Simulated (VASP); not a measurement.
A run of VASP 6.6.1 is set up as follows.

The input INCAR:

```
  PREC = Accurate
  ENCUT = 400
  EDIFF = 1E-6
  ISMEAR = 0
  SIGMA = 0.1
  LREAL = F
  LASPH = T
  NELM = 120
  ALGO = Normal
  ISIF = 2
  LWAVE = F
  LCHARG = F
  LDIPOL = T
  IDIPOL = 3
  DIPOL = 0.5 0.5 0.378
  GGA = PE
  IVDW = 12
  NBANDS = 16
  ISYM = 0
  GGA_COMPAT = F
  NELMDL = -8
```

File KPOINTS:

```
Automatic mesh
0
Gamma
  9 9 1
  0.5 0.5 0
```

The input POSCAR:

```
Si
1.0
    3.8475254748      0.0000000000      0.0000000000
   -1.9237627374      3.3320548028      0.0000000000
    0.0000000000      0.0000000000     18.4415958287
Si
4
Direct
    0.3333333333      0.6666666667      0.2695427207
    0.6666666667      0.3333333333      0.2440135898
    0.6666666667      1.3333333333      0.5119728204
    1.0000000000      1.0000000000      0.4864436895
```

Potentials or basis: VASP PAW PBE potentials, release 64 (Si).

The run is started by

```sh
$ cat potpaw_PBE.64/Si/POTCAR > POTCAR
$ mpirun -np 1 vasp_std > vasp.out
```

(1) Predict the largest force.

(2) What does it give for the band gap on the k mesh?

(3) Estimate the dispersion energy per atom.

Results:

(1) 0.121 eV/Å.

(2) 0.51 eV, direct.

(3) -0.241 eV.
